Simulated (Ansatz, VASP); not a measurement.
## InSb3 in VASP and in Ansatz

```
CELL_PARAMETERS angstrom
5.06910 0.00000 0.00000
0.00000 5.06910 0.00000
0.00000 0.00000 4.22560
ATOMIC_POSITIONS crystal
In 0.00000 0.00000 0.00000
Sb 0.50000 0.00000 0.50000
Sb 0.00000 0.50000 0.50000
Sb 0.50000 0.50000 0.00000
```

Alike in both runs: task single point; functional PBE; k mesh 10 × 10 × 10; occupations gaussian, width 0.15 eV; no spin polarisation.

|  | VASP | Ansatz |
| --- | --- | --- |
| version | VASP 6.6.1 | Ansatz 0.2.0 |
| potentials or method | VASP PAW PBE potentials, release 64 (In_d, Sb), cutoff 520 eV | scalar-relativistic, plane waves, PAW |
| valence electrons in the cell | 28 | 58 |

|  | VASP | Ansatz | Ansatz less VASP |
| --- | --- | --- | --- |
| gap on the k mesh at the Fermi level (eV) | none | none | - |
| pressure (GPa) | 1.0 | 1.1 | +0.09 |
| traceless stress, the component that is largest in VASP (GPa) | -0.94 | -0.94 | +0.001 |

A gap of «none» marks a metal or a gap that the smearing closes. With one functional, cell and mesh, what is left measures potentials, basis and numerics. VASP's potentials hold 28 valence electrons a cell and Ansatz's 58, so a difference there can come from the potentials and not from the codes.

Spin-orbit coupling is off throughout.
